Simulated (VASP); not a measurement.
Runs of VASP 6.6.1 on ScAl3F. The structure is that of space group Pm-3m (No. 221), or close to it. The cells are those of the table. The cell was built from a structure type or drawn by symmetry, and may not be a known phase.

| task | cell | k mesh | cutoff (eV) | gap on the mesh (eV) | pressure (GPa) | relaxed volume (Å³/atom) |
| --- | --- | --- | --- | --- | --- | --- |
| relaxation of cell and atoms | relaxed from a = 4.277 Å, 5 atoms | 4 × 4 × 4 | 600 | none | 0.0 | 17.12 |
| single point | a = 4.407 Å, 5 atoms | 4 × 4 × 4 | 520 | none | 0.0 | - |
| relaxation of cell and atoms | relaxed from a = 4.407 Å, 5 atoms | 8 × 8 × 8 | 600 | none | 0.0 | 17.03 |
| single point | a = 4.277 Å, 5 atoms | 4 × 4 × 4 | 520 | none | (a) | - |
| single point | a = 4.401 Å, 5 atoms | 8 × 8 × 8 | 520 | none | 0.0 | - |

Alike in all rows: level PBE; potentials or basis VASP PAW PBE potentials, release 64 (Sc_sv, Al, F); no spin polarisation; smearing gaussian 0.1 eV.

Task: Estimate the missing entries.

Result: (a) 7.1.

Caveats: some runs use coarse meshes; an odd number of electrons without spin polarisation forces a metal; a magnetic or distorted state may lie lower.

A gap of «none» marks levels without a gap at the run's occupations.
